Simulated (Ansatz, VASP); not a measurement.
CaS: VASP beside Ansatz

The input INCAR:

```
SYSTEM = CaS
ALGO = Normal
EDIFF = 1E-6
ENCUT = 500
GGA = PE
GGA_COMPAT = .FALSE.
ISIF = 2
ISMEAR = 0
LASPH = .TRUE.
LCHARG = .TRUE.
LELF = .TRUE.
LREAL = .FALSE.
LVHAR = .TRUE.
LWAVE = .FALSE.
NBANDS = 15
NELM = 120
PREC = Accurate
SIGMA = 0.1
```

File KPOINTS:

```
k-points
0
G
  8 8 8
  0 0 0
```

File POSCAR:

```
CaS
1.0
    0.0000000000      2.8523742917      2.8523742917
    2.8523742917      0.0000000000      2.8523742917
    2.8523742917      2.8523742917      0.0000000000
Ca S
1 1
Direct
    0.0000000000      0.0000000000      0.0000000000
    0.5000000000      0.5000000000      0.5000000000
```

Input for Ansatz:

```yaml
crystal:
  lattice:
    - [0.0, 2.8523742917, 2.8523742917]
    - [2.8523742917, 0.0, 2.8523742917]
    - [2.8523742917, 2.8523742917, 0.0]
  atoms:
    - { symbol: Ca, position: [0.0, 0.0, 0.0] }
    - { symbol: S, position: [0.5, 0.5, 0.5] }
basis:
  ecutwfc: 420
kpoints:
  mp_grid: { grid: [8, 8, 8] }
hamiltonian:
  xc: pbe
scf:
  occupations: { method: gaussian, width: 0.1 }
output:
  forces: true
  stress: true
  eigenvalues: true
```

Alike in both runs: task single point; functional PBE; k mesh 8 × 8 × 8; occupations gaussian, width 0.1 eV; no spin polarisation.

```csv
,VASP,Ansatz
version,VASP 6.6.1,Ansatz 0.2.0
potentials or method,"VASP PAW PBE potentials, release 64 (Ca_sv, S), cutoff 500 eV","scalar-relativistic, plane waves, PAW"
valence electrons in the cell,16,16
```

|  | VASP | Ansatz | Ansatz less VASP |
| --- | --- | --- | --- |
| gap on the k mesh at the Fermi level (eV) | 2.37 | 2.37 | +0.005 |
| least direct gap on the mesh (eV) | 3.17 | 3.18 | +0.005 |
| pressure (GPa) | 0.4 | 0.2 | -0.15 |
